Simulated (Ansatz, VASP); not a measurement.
NiO2 in VASP and in Ansatz

Contents of INCAR:

```
  PREC = Accurate
  ENCUT = 600
  EDIFF = 1E-6
  ISMEAR = 0
  SIGMA = 0.05
  LREAL = F
  LASPH = T
  NELM = 120
  ALGO = Normal
  ISIF = 2
  LWAVE = F
  LCHARG = T
  LELF = T
  LVHAR = T
  NBANDS = 22
  GGA_COMPAT = F
```

File KPOINTS:

```
regular mesh
0
Gamma
  12 12 6
```

The input POSCAR:

```
NiO2
1.0
    2.8038519370      0.0000000000      0.0000000000
   -1.4019259685      2.4282070059      0.0000000000
    0.0000000000      0.0000000000      4.0838103463
Ni O
1 2
Direct
    0.0000000000      0.0000000000      0.5000000000
    0.6666666667      0.3333333333      0.7542852723
    0.3333333333      0.6666666667      0.2457147277
```

Input for Ansatz:

```yaml
crystal:
  lattice:
    - [2.803851937, 0.0, 0.0]
    - [-1.4019259685, 2.4282070059, 0.0]
    - [0.0, 0.0, 4.0838103463]
  atoms:
    - { symbol: Ni, position: [0.0, 0.0, 0.5] }
    - { symbol: O, position: [0.6666666667, 0.3333333333, 0.7542852723] }
    - { symbol: O, position: [0.3333333333, 0.6666666667, 0.2457147277] }
basis:
  ecutwfc: 520.0
kpoints:
  mp_grid: { grid: [12, 12, 6] }
hamiltonian:
  xc: lda
  pseudopotentials: { kind: paw }
scf:
  occupations: { method: gaussian, width: 0.05 }
output:
  forces: true
  stress: true
  eigenvalues: true
```

Alike in both runs: task single point; functional LDA; k mesh 12 × 12 × 6; occupations gaussian, width 0.05 eV; no spin polarisation.

|  | VASP | Ansatz |
| --- | --- | --- |
| version | VASP 6.6.1 | Ansatz 0.2.0 |
| potentials or method | VASP PAW LDA potentials, release 64 (Ni_sv_GW, O), cutoff 600 eV | scalar-relativistic, plane waves, PAW |
| valence electrons in the cell | 30 | 30 |

Ansatz gave:

* gap on the k mesh at the Fermi level (eV): 0.42
* least direct gap on the mesh (eV): 0.50
* pressure (GPa): -21.7
* traceless stress, the component that is largest in VASP (GPa): -3.38
* rms of the force components (eV/Å): 1.118

Task: What did VASP give for the same quantities?

Result: gap on the k mesh at the Fermi level (eV): 0.41; least direct gap on the mesh (eV): 0.49; pressure (GPa): -22.3; traceless stress, the component that is largest in VASP (GPa): -3.87; rms of the force components (eV/Å): 1.073.

LDA's correlation is that of Perdew and Zunger in VASP and of Perdew and Wang (1992) in Ansatz. Atom by atom the forces differ by 0.045 eV/Å (rms over components).
